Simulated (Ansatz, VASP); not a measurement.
# CoHIO4: VASP beside Ansatz

INCAR

```
SYSTEM = CoHIO4
ALGO = Normal ; EDIFF = 1E-6
ENCUT = 600 ; GGA = PE
GGA_COMPAT = .False. ; ISIF = 2
ISMEAR = -1 ; ISPIN = 2
ISYM = 0 ; LASPH = .True.
LCHARG = .False. ; LDAU = .True.
LDAUJ = 0 0 0 0 ; LDAUL = -1 2 1 -1
LDAUPRINT = 1 ; LDAUTYPE = 2
LDAUU = 0 5.63 6.92 0 ; LMAXMIX = 4
LORBIT = 11 ; LREAL = .False.
LWAVE = .False. ; MAGMOM = -0.08 -0.08 2.85 2.85 -0.38 -0.38 -0.06 -0.06 -0.72 -0.72 -0.03 -0.03 0 0
NBANDS = 58 ; NELM = 200
PREC = Accurate ; SIGMA = 0.1
```

File KPOINTS:

```
k-points
0
Gamma
  4 4 3
  0 0 0
```

File POSCAR:

```
CoHIO4
1.0
    4.6527310800      0.0000000000      0.0000000000
    2.3263655400     -5.5907987900      0.0000000000
    0.0020890800      0.0000000000     -6.2983538100
I Co O H
2 2 8 2
Direct
    0.7709400000      0.3899200000      0.6449000000
    0.1608600000      0.6100800000      0.1449000000
    0.4641000000      0.0024000000      0.8962000000
    0.4665000000      0.9976000000      0.3962000000
    0.7014000000      0.1132000000      0.6455000000
    0.8146000000      0.8868000000      0.1455000000
    0.0416000000      0.3128000000      0.4301000000
    0.3544000000      0.6872000000      0.9301000000
    0.5753000000      0.3174000000      0.4285000000
    0.8927000000      0.6826000000      0.9285000000
    0.2081000000      0.1758000000      0.1468000000
    0.3839000000      0.8242000000      0.6468000000
    0.0350000000      0.3300000000      0.1400000000
    0.3650000000      0.6700000000      0.6400000000
```

Input for Ansatz:

```yaml
crystal:
  lattice:
    - [4.65273108, 0.0, 0.0]
    - [2.32636554, -5.59079879, 0.0]
    - [0.00208908, 0.0, -6.29835381]
  atoms:
    - { symbol: I, position: [0.77094, 0.38992, 0.6449] }
    - { symbol: I, position: [0.16086, 0.61008, 0.1449] }
    - { symbol: Co, position: [0.4641, 0.0024, 0.8962] }
    - { symbol: Co, position: [0.4665, 0.9976, 0.3962] }
    - { symbol: O, position: [0.7014, 0.1132, 0.6455] }
    - { symbol: O, position: [0.8146, 0.8868, 0.1455] }
    - { symbol: O, position: [0.0416, 0.3128, 0.4301] }
    - { symbol: O, position: [0.3544, 0.6872, 0.9301] }
    - { symbol: O, position: [0.5753, 0.3174, 0.4285] }
    - { symbol: O, position: [0.8927, 0.6826, 0.9285] }
    - { symbol: O, position: [0.2081, 0.1758, 0.1468] }
    - { symbol: O, position: [0.3839, 0.8242, 0.6468] }
    - { symbol: H, position: [0.035, 0.33, 0.14] }
    - { symbol: H, position: [0.365, 0.67, 0.64] }
  symmetry: { detect: false, time_reversal: true }
kpoints:
  mp_grid: { grid: [4, 4, 3], shift: [0, 0, 0] }
magnetization:
  spin_polarized: true
scf:
  occupations: { method: fermi_dirac }
  lower_state_search: "off"
  max_iter: 200
hamiltonian:
  pseudopotentials: { kind: paw }
  xc: pbe
  hubbard:
    projectors: all-electron-ortho-atomic
    sites:
      - { species: Co, l: d, u_eff: 5.63 }
      - { species: O, l: p, u_eff: 6.92 }
basis:
  ecutwfc: 420
  fft_grid_basis: typed
output:
  forces: true
  stress: true
  eigenvalues: true
  populations: true
  elf: true
  write_potential: true
  volumetric_format: npy
  dos:
    e_range: [-12, 8]
    de: 0.05
    projected: { site_lists: { Co: [Co], H: [H], I: [I], O: [O] } }
checkpoint:
  read: saved_state
```

Alike in both runs: task single point; functional PBE; k mesh 4 × 4 × 3; collinear spin; Hubbard terms Co d U = 5.63 eV, O p U = 6.92 eV.

```csv
,VASP,Ansatz
version,VASP 6.6.1,Ansatz 0.2.0
potentials or method,"VASP PAW PBE potentials, release 64 (I, Co, O, H), cutoff 600 eV",PAW plane waves
occupations,"fermi-dirac, width 0.1 eV",fermi-dirac
valence electrons in the cell,82,118
```

|  | VASP | Ansatz | Ansatz less VASP |
| --- | --- | --- | --- |
| rms of the force components (eV/Å) | 3.086 | 3.248 | +0.1629 |
| net moment per atom (μB) | 0.44 | 0.15 | -0.291 |
| size of the moment on the site where the two differ most (μB) | 0.36 | 0.66 | +0.303 |

The net moments are unlike, so the other rows may belong to different states. Site moments also hang on the region over which each program counts them. The programs project onto different local orbitals, so the same U acts differently, and such runs can settle in different states. Atom by atom the forces differ by 0.639 eV/Å (rms over components). VASP's potentials hold 82 valence electrons a cell and Ansatz's 118, so a difference there can come from the potentials and not from the codes.

The k mesh is coarse, so the values compare programs but aren't converged. Spin-orbit coupling is off throughout.
